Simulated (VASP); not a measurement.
# Fe (Im-3m) in VASP: further runs

Fe is run at these levels: PBEsol; tasks: single point.

All numbers are computed with VASP 6.6.1; they aren't measurements. Logs are shortened: lines on timing, memory, paths and dates and some standing lists are left out, and cuts for length are marked.

### 1 The cell of the first run

The structure is cubic, space group Im-3m (No. 229). Conventional cell: a = 2.886 Å, b = 2.886 Å, c = 2.886 Å, α = 90.00°, β = 90.00°, γ = 90.00°. Within 3.3 Å of Fe (site symmetry m-3m) lie 14 Fe at 2.50 to 2.89 Å.

### 2 Single point, PBEsol, collinear spin, ferromagnetic start

File INCAR:

```
SYSTEM = Fe
PREC = Accurate
ENCUT = 520
EDIFF = 1E-7
ISMEAR = -1
SIGMA = 0.05
LREAL = .FALSE.
LASPH = .TRUE.
NELM = 150
ALGO = Normal
ISIF = 2
LWAVE = .FALSE.
LCHARG = .TRUE.
ISPIN = 2
MAGMOM = 6
LORBIT = 11
NUPDOWN = 6.0
LMAXMIX = 4
GGA = PS
LELF = .TRUE.
LVHAR = .TRUE.
NBANDS = 14
```

File KPOINTS:

```
regular mesh
0
G
  11 11 11
  0 0 0
```

File POSCAR:

```
Fe
1.0
   -1.4430000000      1.4430000000      1.4430000000
    1.4430000000     -1.4430000000      1.4430000000
    1.4430000000      1.4430000000     -1.4430000000
Fe
1
Direct
    0.0000000000      0.0000000000      0.0000000000
```

Potentials or basis: VASP PAW PBE potentials, release 64 (Fe).

On the command line:

```sh
$ cat potpaw_PBE.64/Fe/POTCAR > POTCAR
$ mpirun -np 1 vasp_std > vasp.out
```

OUTCAR:

```text
SYSTEM = Fe
   PREC = Accurate
   ENCUT = 520
   EDIFF = 1E-7
   ISMEAR = -1
   LREAL = .FALSE.
   LASPH = .TRUE.
   NELM = 150
   ISIF = 2
   ISPIN = 2
   LORBIT = 11
   NUPDOWN = 6.0
   GGA = PS

 ion  position               nearest neighbor table
   1  0.000  0.000  0.000-

  LATTYP: Found a body centered cubic cell.
 ALAT       =     2.8860000000

  Lattice vectors:

 A1 = (  -1.4430000000,   1.4430000000,   1.4430000000)
 A2 = (   1.4430000000,  -1.4430000000,   1.4430000000)
 A3 = (   1.4430000000,   1.4430000000,  -1.4430000000)

Analysis of symmetry for initial positions (statically):
=====================================================================
 Subroutine PRICEL returns:
 Original cell was already a primitive cell.

 Routine SETGRP: Setting up the symmetry group for a
 body centered cubic supercell.

 Subroutine GETGRP returns: Found 48 space group operations
 (whereof 48 operations were pure point group operations)
 out of a pool of 48 trial point group operations.

The static configuration has the point symmetry O_h .

Analysis of symmetry for dynamics (positions and initial velocities):
=====================================================================
 Subroutine PRICEL returns:
 Original cell was already a primitive cell.

 Routine SETGRP: Setting up the symmetry group for a
 body centered cubic supercell.

 Subroutine GETGRP returns: Found 48 space group operations
 (whereof 48 operations were pure point group operations)
 out of a pool of 48 trial point group operations.

The dynamic configuration has the point symmetry O_h .

Analysis of structural, dynamic, and magnetic symmetry:
=====================================================================
 Subroutine PRICEL returns:
 Original cell was already a primitive cell.

 Routine SETGRP: Setting up the symmetry group for a
 body centered cubic supercell.

 Subroutine GETGRP returns: Found 48 space group operations
 (whereof 48 operations were pure point group operations)
 out of a pool of 48 trial point group operations.

The overall configuration has the point symmetry O_h .

 Subroutine INISYM returns: Found 48 space group operations
 (whereof 48 operations are pure point group operations),
 and found     1 'primitive' translations

----------------------------------------------------------------------------------------

                                     Primitive cell

  volume of cell :      12.0187

  direct lattice vectors                    reciprocal lattice vectors
    -1.443000000  1.443000000  1.443000000     0.000000000  0.346500347  0.346500347
     1.443000000 -1.443000000  1.443000000     0.346500347  0.000000000  0.346500347
     1.443000000  1.443000000 -1.443000000     0.346500347  0.346500347  0.000000000

  length of vectors
     2.499349315  2.499349315  2.499349315     0.490025489  0.490025489  0.490025489

  position of ions in fractional coordinates (direct lattice)
     0.000000000  0.000000000  0.000000000

  ion indices of the primitive-cell ions
   primitive index   ion index
                 1           1

----------------------------------------------------------------------------------------

 KPOINTS: regular mesh

Automatic generation of k-mesh.
 Grid dimensions read from file:
 generate k-points for:   11   11   11

 Generating k-lattice:

  Cartesian coordinates                     Fractional coordinates (reciprocal lattice)
     0.000000000  0.031500032  0.031500032     0.090909091  0.000000000  0.000000000
     0.031500032  0.000000000  0.031500032     0.000000000  0.090909091  0.000000000
     0.031500032  0.031500032  0.000000000     0.000000000  0.000000000  0.090909091

  Length of vectors
     0.044547772  0.044547772  0.044547772

  Shift w.r.t. Gamma in fractional coordinates (k-lattice)
     0.000000000  0.000000000  0.000000000

 Subroutine IBZKPT returns following result:
 ===========================================

 Found     56 irreducible k-points:

 Following reciprocal coordinates:
            Coordinates               Weight
  0.000000  0.000000  0.000000      1.000000
  0.090909  0.000000  0.000000     12.000000
  0.181818  0.000000  0.000000     12.000000
  0.272727  0.000000  0.000000     12.000000
  0.363636  0.000000  0.000000     12.000000
  0.454545  0.000000  0.000000     12.000000
[... 16 lines left out ...]
  0.272727  0.181818  0.090909     48.000000
  0.363636  0.181818  0.090909     24.000000
 [... further k-points ...]
   k-points           NKPTS =     56   k-points in BZ     NKDIM =     56   number of bands    NBANDS=     14
   number of dos      NEDOS =    301   number of ions     NIONS =      1
   total plane-waves  NPLWV =   8000
   dimension x,y,z NGX =    20 NGY =   20 NGZ =   20
   dimension x,y,z NGXF=    40 NGYF=   40 NGZF=   40
   ions per type =               1
   NGX,Y,Z   is equivalent  to a cutoff of  13.30, 13.30, 13.30 a.u.
   NGXF,Y,Z  is equivalent  to a cutoff of  26.61, 26.61, 26.61 a.u.
 SYSTEM =  Fe
   PREC   = accura    normal or accurate (medium, high low for compatibility)
   ISTART =      0    job   : 0-new  1-cont  2-samecut
   ICHARG =      2    charge: 1-file 2-atom 10-const
   ISPIN  =      2    spin polarized calculation?
   LNONCOLLINEAR =      F non collinear calculations
   LSORBIT =      F    spin-orbit coupling
   LASPH  =      T    aspherical Exc in radial PAW
   ENCUT  =  520.0 eV  38.22 Ry    6.18 a.u.   4.65  4.65  4.65*2*pi/ulx,y,z
   NELM   =    150;   NELMIN=  2; NELMDL= -5     # of ELM steps
   EDIFF  = 0.1E-06   stopping-criterion for ELM
   LREAL  =      F    real-space projection
   EDIFFG = 0.1E-05   stopping-criterion for IOM
   NSW    =      0    number of steps for IOM
   IBRION =     -1    ionic relax: 0-MD 1-quasi-New 2-CG
   NFREE  =      0    steps in history (QN), initial steepest desc. (CG)
   ISIF   =      2    stress and relaxation
   ISYM   =      2    0-nonsym 1-usesym 2-fastsym
   POTIM  = 0.5000    time-step for ionic-motion
   TEBEG  =    0.0;   TEEND  =   0.0 temperature during run
   PSTRESS=    0.0 pullay stress
   NELECT =       8.0000    total number of electrons
   NUPDOWN=       6.0000    fix difference up-down
   EMIN   =  10.00;   EMAX   =-10.00  energy-range for DOS
   EFERMI =   0.00;   METHOD = LEGACY
   ISMEAR =    -1;   SIGMA  =   0.05  broadening in eV -4-tet -1-fermi 0-gaus
   EFERMI_NEDOS =   21; number of points for ismear=-14 and -15
   IALGO  =     38    algorithm
   IMIX   =      4    mixing-type and parameters
     AMIX     =   0.40;   BMIX     =  1.00
     AMIX_MAG =   1.60;   BMIX_MAG =  1.00
  volume/ion in A,a.u.               =      12.02        81.11
  Fermi-wavevector in a.u.,A,eV,Ry     =   1.429394  2.701162 27.798962  2.043166
  Thomas-Fermi vector in A             =   2.549352
   LORBIT       =     11    0 simple, 1 ext, 2 COOP (PROOUT), +10 PAW based schemes
   GGA     = PS    functional components
   LHFCALC =     F    Hartree Fock is set to
   AEXX    =    0.0000 exact exchange contribution
   IVDW    =     0    specifies the selected vdW correction
   LEPSILON=     F    determine dielectric tensor
   LRPA    =     F    only Hartree local field effects (RPA)
 spin polarized calculation
  energy-cutoff  :      520.00
  volume of cell :       12.02
 maximum number of plane-waves:       335
   NGX =  9   NGY =  9   NGZ =  9

 number of electron       7.9999995 magnetization       5.9999996

 Free energy of the ion-electron system (eV)
  ---------------------------------------------------
  ext. energy  EPLUGINS =         0.00000000
  ---------------------------------------------------
  free energy    TOTEN  =         2.23686931 eV

  energy without entropy =        2.24433305  energy(sigma->0) =        2.24060118

 E-fermi :   3.9474     XC(G=0): -12.8066

 val. band max:       15.7470478901   @ k =  -0.4545  -0.4545   0.1818
 cond. band min:       3.9595516624   @ k =   0.3636   0.2727   0.0000
 fundamental gap:    -11.7874962278
 Fermi energy:        15.8172032150

 spin component 1

 k-point     1 :       0.0000    0.0000    0.0000
  band No.  band energies     occupation
      1      -4.2460      1.00000
      2       0.5277      1.00000
      3       0.5277      1.00000
      4       0.5277      1.00000
      5       1.9403      1.00000
      6       1.9403      1.00000
      7      28.4090      0.00000
      8      28.4090      0.00000
      9      28.4090      0.00000
     10      33.1535      0.00000
     11      33.1535      0.00000
     12      34.4958      0.00000
     13      34.4958      0.00000
     14      34.4958      0.00000
[... 375 lines left out ...]
 k-point    24 :       0.3636    0.1818    0.0909
  band No.  band energies     occupation
      1      -0.6854      1.00000
      2      -0.3082      1.00000
      3       0.8815      1.00000
      4       1.9817      1.00000
      5       2.1035      1.00000
      6       7.7004      1.00000
      7      10.5825      1.00000
      8      15.5167      0.99755
      9      18.5988      0.00000
     10      32.5894      0.00000
     11      37.2022      0.00000
     12      37.5977      0.00000
     13      43.0898      0.00000
     14      43.4129      0.00000

 [... further k-points ...]

 spin component 2

 k-point     1 :       0.0000    0.0000    0.0000
  band No.  band energies     occupation
      1      -0.9488      1.00000
      2       5.4598      0.00000
      3       5.4598      0.00000
      4       5.4599      0.00000
      5       6.7553      0.00000
      6       6.7553      0.00000
      7      31.4744      0.00000
      8      31.4744      0.00000
      9      31.4744      0.00000
     10      36.1775      0.00000
     11      36.1775      0.00000
     12      38.6198      0.00000
     13      38.6198      0.00000
     14      38.7200      0.00000
[... 375 lines left out ...]
 k-point    24 :       0.3636    0.1818    0.0909
  band No.  band energies     occupation
      1       3.7435      0.98334
      2       4.3489      0.00033
      3       5.3275      0.00000
      4       6.8809      0.00000
      5       6.9943      0.00000
      6      11.6641      0.00000
      7      14.6124      0.00000
      8      19.1827      0.00000
      9      22.2226      0.00000
     10      35.9194      0.00000
     11      40.5072      0.00000
     12      41.1795      0.00000
     13      46.6261      0.00000
     14      46.7389      0.00000

 [... further k-points ...]

------------------------ aborting loop because EDIFF is reached ----------------------------------------

  FORCE on cell =-STRESS in cart. coord.  units (eV):
  Direction    XX          YY          ZZ          XY          YZ          ZX
  --------------------------------------------------------------------------------------
  -------------------------------------------------------------------------------------
  Total       13.6281631     13.6281631     13.6281631      0.0000000      0.0000000      0.0000000
  in kB     1816.7238623   1816.7238623   1816.7238623      0.0000000      0.0000000      0.0000000
  external PRESSURE =    1816.7238623 kB  Pullay stress =       0.0000000 kB

 VOLUME and BASIS-vectors are now :
 -----------------------------------------------------------------------------
  energy-cutoff  :      520.00
  volume of cell :       12.02
      direct lattice vectors                 reciprocal lattice vectors
    -1.443000000  1.443000000  1.443000000     0.000000000  0.346500347  0.346500347
     1.443000000 -1.443000000  1.443000000     0.346500347  0.000000000  0.346500347
     1.443000000  1.443000000 -1.443000000     0.346500347  0.346500347  0.000000000

 POSITION                                       TOTAL-FORCE (eV/Angst)
 -----------------------------------------------------------------------------------
      0.00000      0.00000      0.00000         0.000000     -0.000000     -0.000000
 -----------------------------------------------------------------------------------
    total drift:                                0.000000     -0.000000      0.000000

  FREE ENERGIE OF THE ION-ELECTRON SYSTEM (eV)
  ---------------------------------------------------
  free  energy   TOTEN  =         2.2368693140 eV

  energy  without entropy=        2.2443330491  energy(sigma->0) =        2.24060118

 total charge

# of ion       s       p       d       tot
------------------------------------------
    1        0.684   0.819   5.562   7.066

 magnetization (x)

# of ion       s       p       d       tot
------------------------------------------
    1        0.283   0.651   4.524   5.458
```

It took 11 s on 1 thread of AMD EPYC 9R45 (Zen 5), shared host; peak memory 0.11 GiB.

Results:

```yaml
Free_energy: 2.2369 eV
Pressure: 181.7 GPa
Net_moment: 6.00 μB per cell
Site_moments: Fe +5.46 μB
Valence_electrons_inside_the_program's_atomic_spheres: Fe 7.07
```

Caveat: the PAW data sets were made with another functional, which shifts forces and pressure a little; the total moment is fixed, so each spin has its own Fermi level.

### 3 Single point, PBEsol, collinear spin, ferromagnetic start

File INCAR:

```
PREC = Accurate
ENCUT = 520
EDIFF = 1E-6
ISMEAR = -1
SIGMA = 0.05
LREAL = F
LASPH = T
NELM = 150
ALGO = Fast
ISIF = 2
LWAVE = F
LCHARG = F
ISPIN = 2
MAGMOM = -2.74
LORBIT = 11
LMAXMIX = 4
GGA = PS
NBANDS = 14
```

File KPOINTS:

```
Automatic mesh
0
Gamma
  13 13 13
```

POSCAR is that of step 2.

Potentials or basis: VASP PAW PBE potentials, release 64 (Fe).

On the command line:

```sh
$ cat potpaw_PBE.64/Fe/POTCAR > POTCAR
$ mpirun -np 1 vasp_std > vasp.out
```

Run time: 15 s. Hardware: 1 thread of AMD EPYC 9R45 (Zen 5), shared host; peak memory 0.11 GiB.

It converged, with:

```
Free energy                                           : -8.8442 eV
Pressure                                              : -17.6 GPa
Net moment                                            : -2.29 μB per cell
Site moments                                          : Fe -2.29 μB
Valence electrons inside the program's atomic spheres : Fe 7.16
```

Levels at points of the mesh, in eV from the Fermi level:
Spin up:
```tsv
k point	band 1	band 2	band 3	band 4	band 5	band 6	band 7	band 8
(0.00, 0.00, 0.00)	-7.92	-0.16	-0.16	-0.16	1.68	1.68	24.28	24.28
```
Spin down:
```tsv
k point	band 2	band 3	band 4	band 5	band 6	band 7	band 8	band 9
(0.00, 0.00, 0.00)	-2.20	-2.20	-2.20	-1.04	-1.04	24.41	24.41	24.41
```

Caveat: the PAW data sets were made with another functional, which shifts forces and pressure a little.

(Part 1 of 2 ends here.)
